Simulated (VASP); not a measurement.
**Sn2TeAs2: relaxation of cell and atoms with PBE**

Crystal: Sn2TeAs2.

```
Sn Te As
1.0
     3.06177   -3.25188    0.00000
     3.06177    3.25188    0.00000
     0.00000    0.00000    8.47181
Sn Te As
2 1 2
Cartesian
  1.5309 1.6259 1.7770
  1.5309 -1.6259 6.6948
  3.0618 0.0000 0.0000
  0.0000 0.0000 4.2359
  0.0000 0.0000 0.0000
```

The cell was generated, and may not be a known phase.

* Program: VASP 6.6.1
* Task: relaxation of cell and atoms
* Functional: PBE
* Potentials or basis: VASP PAW PBE potentials, release 64 (Sn_d, Te, As)
* Cutoff: 600 eV
* k mesh: 4 × 4 × 2
* Occupations: gaussian, width 0.2 eV
* Spin: no spin polarisation
* Dipole correction: no
* Further INCAR settings: ALGO = Normal; EDIFF = 1e-06; IBRION = 2; EDIFFG = -0.08; NSW = 36; ISIF = 3

| Property | Result |
| --- | --- |
| Relaxed volume | 30.65 Å³/atom |
| Relaxed cell | a = 4.111 Å, b = 4.111 Å, c = 9.067 Å, α = 90.00°, β = 90.00°, γ = 90.03° |
| Space group after relaxing (to 0.1 Å) | P-4m2 (No. 115) |
| Energy gained by relaxing | 440.0 meV/atom |
| Ionic steps | 30 |
| Pressure after relaxing | -0.1 GPa |
| Largest force after relaxing | 0.040 eV/Å |
| Band gap on the k mesh | zero (bands 22 and 23 overlap by 1.79 eV) |

Forces in eV/Å, atoms in the order of the input:
```
Sn   0.000  0.000 -0.040
Sn   0.000  0.000  0.040
Te   0.000  0.000  0.000
As   0.000  0.000  0.000
As   0.000  0.000  0.000
```

The path:
```
step  energy change (eV)  largest force (eV/Å)  pressure (GPa)  volume (Å³)
   1              0.0000                2.5095            3.73       168.70
   2             -0.5317                1.1702           -2.05       188.60
   3             -0.5328                1.1292           -2.23       189.45
   4             -0.8846                1.2546           -2.21       181.76
   5             -1.6524                0.8016           -0.05       159.52
   6             -1.6497                0.2608            2.40       150.00
   7             -1.6828                0.5137            1.24       154.07
   8             -1.7853                0.3745            0.05       156.65
   9             -1.7925                0.2056            0.17       156.17
  10             -1.8701                0.1864           -0.23       157.40
  11             -1.9301                0.0586           -0.76       158.91
  12             -1.9837                0.1698           -0.03       155.54
  13             -2.0273                0.7841            1.78       148.37
  14             -2.0286                0.5742            1.08       151.10
  15             -2.0324                0.6637            1.36       149.97
  16             -2.0534                0.7253            1.34       149.68
  17             -2.0623                0.7952            1.34       149.32
  18             -2.0845                0.7290            0.96       150.48
  19             -2.1271                0.5449           -0.11       154.01
  20             -2.1179                0.2379           -1.87       161.23
  21             -2.1377                0.4032           -0.93       157.10
  22             -2.1535                0.3120           -0.70       156.18
  23             -2.1727                0.0485           -0.01       153.80
  24             -2.1728                0.0288            0.07       153.63
  25             -2.1789                0.0163            0.04       153.52
  26             -2.1924                0.0336            0.05       153.16
  27             -2.1844                0.2132            0.28       152.29
  28             -2.1959                0.0771            0.07       152.93
  29             -2.1962                0.0973            0.09       152.82
  30             -2.1999                0.0397           -0.13       153.27
```

Final structure:
```yaml
crystal:
  lattice:
    - [2.90641, -2.90794, 0.00000]
    - [2.90641, 2.90794, 0.00000]
    - [0.00000, 0.00000, 9.06729]
  atoms:
    - { symbol: Sn, position: [0.00000, 0.50000, 0.30187] }
    - { symbol: Sn, position: [0.50000, 0.00000, 0.69813] }
    - { symbol: Te, position: [0.50000, 0.50000, 0.00000] }
    - { symbol: As, position: [0.00000, 0.00000, 0.50000] }
    - { symbol: As, position: [0.00000, 0.00000, 0.00000] }
```

Levels at points of the mesh, in eV from the Fermi level:
```tsv
k point	band 19	band 20	band 21	band 22	band 23	band 24	band 25	band 26
(0.00, 0.00, 0.00)	-1.54	-1.54	0.46	0.92	1.40	1.70	1.70	2.58
(0.50, 0.00, 0.00)	-1.65	-1.42	-0.99	-0.90	-0.86	-0.43	0.03	2.60
(0.50, 0.50, 0.00)	-3.05	-1.71	-1.71	-1.10	-0.79	1.40	1.55	3.41
(0.00, 0.00, 0.50)	-1.62	-1.62	-0.46	0.46	1.94	2.16	2.23	2.23
(0.50, 0.00, 0.50)	-1.81	-1.38	-1.28	-0.92	-0.54	0.26	1.85	2.24
(0.50, 0.50, 0.50)	-3.18	-1.86	-1.54	-1.54	-0.16	0.24	2.26	2.26
```

Run time: 40 min on 1 thread of Intel Xeon 8259CL, on a shared host, peak memory 0.36 GiB.

Caveat: the k points lie up to 0.38 Å⁻¹ apart in the final cell, too coarse for converged energies and pressures of a metal; spin-orbit coupling is left out, which moves the levels of the heavy elements; the relaxation stopped at a loose force limit of 0.08 eV/Å, so its end isn't a converged minimum.
